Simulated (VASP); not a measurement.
# NaH in VASP: notebook

Runs on NaH. Level: PBE. Tasks: single point, relaxation of cell and atoms.

Everything below comes from runs of VASP 6.6.1. Logs are shortened: lines on timing, memory, paths and dates and some standing lists are left out, and cuts for length are marked.

## 1. The cell of the first run

It takes space group Fm-3m (No. 225, cubic). The conventional cell has a = 4.833 Å, b = 4.833 Å, c = 4.833 Å, α = 90.00°, β = 90.00°, γ = 90.00°. Within 3.2 Å of Na (site symmetry m-3m) lie 6 H at 2.42 Å. H (site symmetry m-3m) has 6 Na at 2.42 Å within 3.2 Å.

## 2. Single point, PBE

The input, INCAR:

```
PREC = Accurate ; ENCUT = 500
EDIFF = 1E-6 ; ISMEAR = 0
SIGMA = 0.02 ; LREAL = F
LASPH = T ; NELM = 120
ALGO = Normal ; ISIF = 2
LWAVE = F ; LCHARG = F
GGA = PE ; NBANDS = 11
GGA_COMPAT = F
```

The input, KPOINTS:

```
Automatic mesh
0
Gamma
  8 8 8
```

The input, POSCAR:

```
NaH
1.0
    0.0000000000      2.4162959256      2.4162959256
    2.4162959256      0.0000000000      2.4162959256
    2.4162959256      2.4162959256      0.0000000000
Na H
1 1
Direct
    0.0000000000      0.0000000000      0.0000000000
    0.5000000000      0.5000000000      0.5000000000
```

Potentials or basis: VASP PAW PBE potentials, release 64 (Na_pv, H).

Command:

```bash
$ cat potpaw_PBE.64/Na_pv/POTCAR potpaw_PBE.64/H/POTCAR > POTCAR
$ mpirun -np 1 vasp_std > vasp.out
```

OUTCAR:

```text
PREC = Accurate
   ENCUT = 500
   EDIFF = 1E-6
   ISMEAR = 0
   LREAL = F
   LASPH = T
   NELM = 120
   ISIF = 2
   GGA = PE

 ion  position               nearest neighbor table
   1  0.000  0.000  0.000-
   2  0.500  0.500  0.500-

  LATTYP: Found a face centered cubic cell.
 ALAT       =     4.8325918512

  Lattice vectors:

 A1 = (   0.0000000000,   2.4162959256,   2.4162959256)
 A2 = (   2.4162959256,   0.0000000000,   2.4162959256)
 A3 = (   2.4162959256,   2.4162959256,   0.0000000000)

Analysis of symmetry for initial positions (statically):
=====================================================================
 Subroutine PRICEL returns:
 Original cell was already a primitive cell.

 Routine SETGRP: Setting up the symmetry group for a
 face centered cubic supercell.

 Subroutine GETGRP returns: Found 48 space group operations
 (whereof 48 operations were pure point group operations)
 out of a pool of 48 trial point group operations.

The static configuration has the point symmetry O_h .

Analysis of symmetry for dynamics (positions and initial velocities):
=====================================================================
 Subroutine PRICEL returns:
 Original cell was already a primitive cell.

 Routine SETGRP: Setting up the symmetry group for a
 face centered cubic supercell.

 Subroutine GETGRP returns: Found 48 space group operations
 (whereof 48 operations were pure point group operations)
 out of a pool of 48 trial point group operations.

The dynamic configuration has the point symmetry O_h .

 Subroutine INISYM returns: Found 48 space group operations
 (whereof 48 operations are pure point group operations),
 and found     1 'primitive' translations

----------------------------------------------------------------------------------------

                                     Primitive cell

  volume of cell :      28.2150

  direct lattice vectors                    reciprocal lattice vectors
     0.000000000  2.416295926  2.416295926    -0.206928297  0.206928297  0.206928297
     2.416295926  0.000000000  2.416295926     0.206928297 -0.206928297  0.206928297
     2.416295926  2.416295926  0.000000000     0.206928297  0.206928297 -0.206928297

  length of vectors
     3.417158469  3.417158469  3.417158469     0.358410323  0.358410323  0.358410323

  position of ions in fractional coordinates (direct lattice)
     0.000000000  0.000000000  0.000000000
     0.500000000  0.500000000  0.500000000

  ion indices of the primitive-cell ions
   primitive index   ion index
                 1           1
                 2           2

----------------------------------------------------------------------------------------

 KPOINTS: Automatic mesh

Automatic generation of k-mesh.
 Grid dimensions read from file:
 generate k-points for:    8    8    8

 Generating k-lattice:

  Cartesian coordinates                     Fractional coordinates (reciprocal lattice)
    -0.025866037  0.025866037  0.025866037     0.125000000  0.000000000  0.000000000
     0.025866037 -0.025866037  0.025866037     0.000000000  0.125000000  0.000000000
     0.025866037  0.025866037 -0.025866037     0.000000000  0.000000000  0.125000000

  Length of vectors
     0.044801290  0.044801290  0.044801290

  Shift w.r.t. Gamma in fractional coordinates (k-lattice)
     0.000000000  0.000000000  0.000000000

 Subroutine IBZKPT returns following result:
 ===========================================

 Found     29 irreducible k-points:

 Following reciprocal coordinates:
            Coordinates               Weight
  0.000000  0.000000  0.000000      1.000000
  0.125000  0.000000  0.000000      8.000000
  0.250000  0.000000  0.000000      8.000000
  0.375000  0.000000  0.000000      8.000000
  0.500000  0.000000  0.000000      4.000000
  0.125000  0.125000  0.000000      6.000000
[... 16 lines left out ...]
  0.500000  0.250000  0.125000     48.000000
 -0.375000  0.250000  0.125000     24.000000
 [... further k-points ...]
   k-points           NKPTS =     29   k-points in BZ     NKDIM =     29   number of bands    NBANDS=     11
   number of dos      NEDOS =    301   number of ions     NIONS =      2
   total plane-waves  NPLWV =  21952
   dimension x,y,z NGX =    28 NGY =   28 NGZ =   28
   dimension x,y,z NGXF=    56 NGYF=   56 NGZF=   56
   ions per type =               1   1
   NGX,Y,Z   is equivalent  to a cutoff of  13.62, 13.62, 13.62 a.u.
   NGXF,Y,Z  is equivalent  to a cutoff of  27.24, 27.24, 27.24 a.u.
 SYSTEM =  unknown system
   PREC   = accura    normal or accurate (medium, high low for compatibility)
   ISTART =      0    job   : 0-new  1-cont  2-samecut
   ICHARG =      2    charge: 1-file 2-atom 10-const
   ISPIN  =      1    spin polarized calculation?
   LNONCOLLINEAR =      F non collinear calculations
   LSORBIT =      F    spin-orbit coupling
   LASPH  =      T    aspherical Exc in radial PAW
   ENCUT  =  500.0 eV  36.75 Ry    6.06 a.u.   6.23  6.23  6.23*2*pi/ulx,y,z
   NELM   =    120;   NELMIN=  2; NELMDL= -5     # of ELM steps
   EDIFF  = 0.1E-05   stopping-criterion for ELM
   LREAL  =      F    real-space projection
   EDIFFG = 0.1E-04   stopping-criterion for IOM
   NSW    =      0    number of steps for IOM
   IBRION =     -1    ionic relax: 0-MD 1-quasi-New 2-CG
   NFREE  =      0    steps in history (QN), initial steepest desc. (CG)
   ISIF   =      2    stress and relaxation
   ISYM   =      2    0-nonsym 1-usesym 2-fastsym
   POTIM  = 0.5000    time-step for ionic-motion
   TEBEG  =    0.0;   TEEND  =   0.0 temperature during run
   PSTRESS=    0.0 pullay stress
   NELECT =       8.0000    total number of electrons
   NUPDOWN=      -1.0000    fix difference up-down
   EMIN   =  10.00;   EMAX   =-10.00  energy-range for DOS
   EFERMI =   0.00;   METHOD = LEGACY
   ISMEAR =     0;   SIGMA  =   0.02  broadening in eV -4-tet -1-fermi 0-gaus
   EFERMI_NEDOS =   21; number of points for ismear=-14 and -15
   IALGO  =     38    algorithm
   IMIX   =      4    mixing-type and parameters
     AMIX     =   0.40;   BMIX     =  1.00
     AMIX_MAG =   1.60;   BMIX_MAG =  1.00
  volume/ion in A,a.u.               =      14.11        95.20
  Fermi-wavevector in a.u.,A,eV,Ry     =   1.075502  2.032405 15.737932  1.156705
  Thomas-Fermi vector in A             =   2.211361
   LORBIT       =      0    0 simple, 1 ext, 2 COOP (PROOUT), +10 PAW based schemes
   GGA     = PE    functional components
   LHFCALC =     F    Hartree Fock is set to
   AEXX    =    0.0000 exact exchange contribution
   IVDW    =     0    specifies the selected vdW correction
   LEPSILON=     F    determine dielectric tensor
   LRPA    =     F    only Hartree local field effects (RPA)
 non-spin polarized calculation
 Gauss-broadening in eV      SIGMA  =   0.02
  energy-cutoff  :      500.00
  volume of cell :       28.22
 maximum number of plane-waves:       728
 NGX is ok and might be reduce to    28
   NGX = 13   NGY = 13   NGZ = 13

 number of electron       7.9999999 magnetization

 Free energy of the ion-electron system (eV)
  ---------------------------------------------------
  ext. energy  EPLUGINS =         0.00000000
  ---------------------------------------------------
  free energy    TOTEN  =        -5.08743610 eV

  energy without entropy =       -5.08743610  energy(sigma->0) =       -5.08743610

 E-fermi :  -0.9620     XC(G=0):  -7.7700

 val. band max:       -1.1139226914   @ k =  -0.2500   0.5000   0.2500
 cond. band min:       2.6461759828   @ k =   0.5000   0.0000   0.0000
 fundamental gap:      3.7600986742
 Fermi energy:        -0.9619991462

 k-point     1 :       0.0000    0.0000    0.0000
  band No.  band energies     occupation
      1     -23.2163      2.00000
      2     -23.2163      2.00000
      3     -23.2163      2.00000
      4      -4.7315      2.00000
      5       9.3038      0.00000
      6      14.4876      0.00000
      7      14.4876      0.00000
      8      14.4876      0.00000
      9      15.3459      0.00000
     10      15.3459      0.00000
     11      15.3459      0.00000

 k-point     2 :       0.1250    0.0000    0.0000
  band No.  band energies     occupation
      1     -23.2301      2.00000
      2     -23.2179      2.00000
      3     -23.2179      2.00000
      4      -4.4631      2.00000
      5       8.4235      0.00000
      6      11.8763      0.00000
      7      13.6750      0.00000
      8      13.6750      0.00000
      9      16.3381      0.00000
     10      16.3381      0.00000
     11      16.4804      0.00000

 k-point     3 :       0.2500    0.0000    0.0000
  band No.  band energies     occupation
      1     -23.2634      2.00000
      2     -23.2219      2.00000
      3     -23.2219      2.00000
      4      -3.7007      2.00000
      5       6.1104      0.00000
      6      10.4108      0.00000
      7      12.8882      0.00000
      8      12.8882      0.00000
      9      16.3190      0.00000
     10      16.3190      0.00000
     11      17.6815      0.00000

 k-point     4 :       0.3750    0.0000    0.0000
  band No.  band energies     occupation
      1     -23.2962      2.00000
      2     -23.2259      2.00000
      3     -23.2259      2.00000
      4      -2.6329      2.00000
      5       3.7626      0.00000
      6       9.8305      0.00000
      7      12.4223      0.00000
      8      12.4223      0.00000
      9      15.5521      0.00000
     10      15.5521      0.00000
     11      17.9363      0.00000
[... 239 lines left out ...]
 k-point    22 :       0.3750    0.2500    0.1250
  band No.  band energies     occupation
      1     -23.2709      2.00000
      2     -23.2382      2.00000
      3     -23.2272      2.00000
      4      -3.0863      2.00000
      5       5.7500      0.00000
      6       8.1211      0.00000
      7      11.1330      0.00000
      8      13.9938      0.00000
      9      14.3089      0.00000
     10      16.8857      0.00000
     11      19.5109      0.00000

 k-point    23 :       0.5000    0.2500    0.1250
  band No.  band energies     occupation
      1     -23.2881      2.00000
      2     -23.2478      2.00000
      3     -23.2322      2.00000
      4      -2.1436      2.00000
      5       4.2758      0.00000
      6       6.9652      0.00000
      7      10.2594      0.00000
      8      13.8705      0.00000
      9      15.1730      0.00000
     10      17.1715      0.00000
     11      19.3124      0.00000

 k-point    24 :      -0.3750    0.2500    0.1250
  band No.  band energies     occupation
      1     -23.2955      2.00000
      2     -23.2507      2.00000
      3     -23.2350      2.00000
      4      -1.5965      2.00000
      5       3.4300      0.00000
      6       6.7052      0.00000
      7       9.9025      0.00000
      8      13.8064      0.00000
      9      15.0339      0.00000
     10      18.2536      0.00000
     11      20.3549      0.00000

 [... further k-points ...]

------------------------ aborting loop because EDIFF is reached ----------------------------------------

  FORCE on cell =-STRESS in cart. coord.  units (eV):
  Direction    XX          YY          ZZ          XY          YZ          ZX
  --------------------------------------------------------------------------------------
  -------------------------------------------------------------------------------------
  Total       -0.0134740     -0.0134740     -0.0134740     -0.0000000     -0.0000000      0.0000000
  in kB       -0.7651132     -0.7651132     -0.7651132     -0.0000000     -0.0000000      0.0000000
  external PRESSURE =      -0.7651132 kB  Pullay stress =       0.0000000 kB

 VOLUME and BASIS-vectors are now :
 -----------------------------------------------------------------------------
  energy-cutoff  :      500.00
  volume of cell :       28.22
      direct lattice vectors                 reciprocal lattice vectors
     0.000000000  2.416295926  2.416295926    -0.206928297  0.206928297  0.206928297
     2.416295926  0.000000000  2.416295926     0.206928297 -0.206928297  0.206928297
     2.416295926  2.416295926  0.000000000     0.206928297  0.206928297 -0.206928297

 POSITION                                       TOTAL-FORCE (eV/Angst)
 -----------------------------------------------------------------------------------
      0.00000      0.00000      0.00000         0.000000     -0.000000     -0.000000
      2.41630      2.41630      2.41630         0.000000      0.000000      0.000000
 -----------------------------------------------------------------------------------
    total drift:                               -0.000000      0.000000      0.000000

  FREE ENERGIE OF THE ION-ELECTRON SYSTEM (eV)
  ---------------------------------------------------
  free  energy   TOTEN  =        -5.0874361005 eV

  energy  without entropy=       -5.0874361005  energy(sigma->0) =       -5.08743610
```

It took 14 s on 1 thread of AMD EPYC 7R43 (Zen 3), shared host; peak memory 0.11 GiB.

Results:

| Item | Value |
| --- | --- |
| Free energy | -5.0874 eV |
| Pressure | -0.1 GPa |
| Band gap on the k mesh | 3.76 eV (least direct gap 4.62 eV) |

## 3. Single point, PBE

This run uses another cell than the first one, of 14.15 Å³/atom.

The input, INCAR:

```
SYSTEM = NaH
PREC = Accurate
ENCUT = 500
EDIFF = 1E-6
ISMEAR = 0
SIGMA = 0.1
LREAL = .FALSE.
LASPH = .TRUE.
NELM = 120
ALGO = Normal
ISIF = 2
LWAVE = .FALSE.
LCHARG = .FALSE.
GGA = PE
NBANDS = 11
GGA_COMPAT = .FALSE.
```

The input, KPOINTS:

```
regular mesh
0
G
  6 6 6
  0 0 0
```

The input, POSCAR:

```
NaH
1.0
    2.9675521484     -1.7071038305     -0.0063818506
    2.9675521484      1.7071038305     -0.0063818506
   -1.9590347158      0.0000000000      2.7964426822
Na H
1 1
Direct
    0.9999542468      0.9999542468     -0.0000485448
    0.5000457532      0.5000457532      0.5000485448
```

Potentials or basis: VASP PAW PBE potentials, release 64 (Na_pv, H).

Command:

```bash
$ cat potpaw_PBE.64/Na_pv/POTCAR potpaw_PBE.64/H/POTCAR > POTCAR
$ mpirun -np 1 vasp_std > vasp.out
```

Wall time 28 s (1 thread of AMD EPYC 7R43 (Zen 3), shared host); peak memory 0.12 GiB.

Results (log left out):

- Free energy: -5.0874 eV
- Pressure: -0.1 GPa
- Band gap on the k mesh: 3.79 eV (least direct gap 4.61 eV)

Stress tensor (GPa, compression positive):
```
-0.20  0.00 -0.07
 0.00 -0.08  0.00
-0.07  0.00 -0.13
```

Levels at points of the mesh, in eV from the valence-band top:
```csv
k point,band 1,band 2,band 3,band 4,band 5,band 6,band 7,band 8,band 9
"(0.00, 0.00, 0.00)",-22.07,-22.07,-22.07,-3.57,10.43,15.60,15.63,15.63,16.47
"(0.50, 0.00, 0.00)",-22.16,-22.08,-22.08,-0.81,3.80,10.80,13.37,13.45,16.34
"(0.50, 0.50, 0.00)",-22.15,-22.10,-22.10,-0.15,4.63,10.10,10.74,10.74,11.79
"(0.00, 0.00, 0.50)",-22.16,-22.08,-22.08,-0.81,3.80,10.80,13.37,13.45,16.33
"(0.50, 0.00, 0.50)",-22.15,-22.10,-22.10,-0.13,4.69,10.05,10.67,10.68,11.77
"(0.50, 0.50, 0.50)",-22.16,-22.08,-22.08,-0.82,3.79,10.80,13.37,13.45,16.34
```

[end of part 1 of 2]
